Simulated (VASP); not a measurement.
Set up this calculation in VASP 6.6.1, as the native input.

```yaml
Task: single point
Functional: PBE
Potentials_or_basis: VASP PAW PBE potentials, release 64 (Sb)
Cutoff: 520 eV
k_mesh: 9 × 9 × 5
Occupations: gaussian, width 0.011 eV
Spin: no spin polarisation
Dipole_correction: no
Further_INCAR_settings: ALGO = Normal; EDIFF = 1e-06; NBANDS = 12
```

The structure of Sb lies in POSCAR:

```
Sb
1.0
    3.3545324186      0.0000000000      0.0000000000
   -1.6772662093      2.9051102923      0.0000000000
    0.0000000000      0.0000000000      5.4701606500
Sb
2
Direct
    0.6666666667      0.3333333333      0.7500000000
    0.3333333333      0.6666666667      0.2500000000
```

One way to write it, as run:

INCAR

```
SYSTEM = Sb
PREC = Accurate
ENCUT = 520
EDIFF = 1E-6
ISMEAR = 0
SIGMA = 0.011
LREAL = .False.
LASPH = .True.
NELM = 60
ALGO = Normal
ISIF = 2
LWAVE = .False.
LCHARG = .False.
GGA = PE
NBANDS = 12
```

KPOINTS

```
regular mesh
0
Gamma
  9 9 5
  0 0 0
```

Potentials or basis: VASP PAW PBE potentials, release 64 (Sb).

Command:

```console
$ cat potpaw_PBE.64/Sb/POTCAR > POTCAR
$ mpirun -np 1 vasp_std > vasp.out
```

It gave:

| Quantity | Value |
| --- | --- |
| Pressure | 1.4 GPa |
| Band gap on the k mesh | zero (band 5 reaches 12.82 eV, above the bottom of band 6 at 5.89 eV) |

Caveat: spin-orbit coupling is left out, which moves the levels of the heavy elements.

Run time: 26 s on 1 thread of Intel Xeon 6975P-C, with other jobs on the host, peak memory 0.17 GiB.
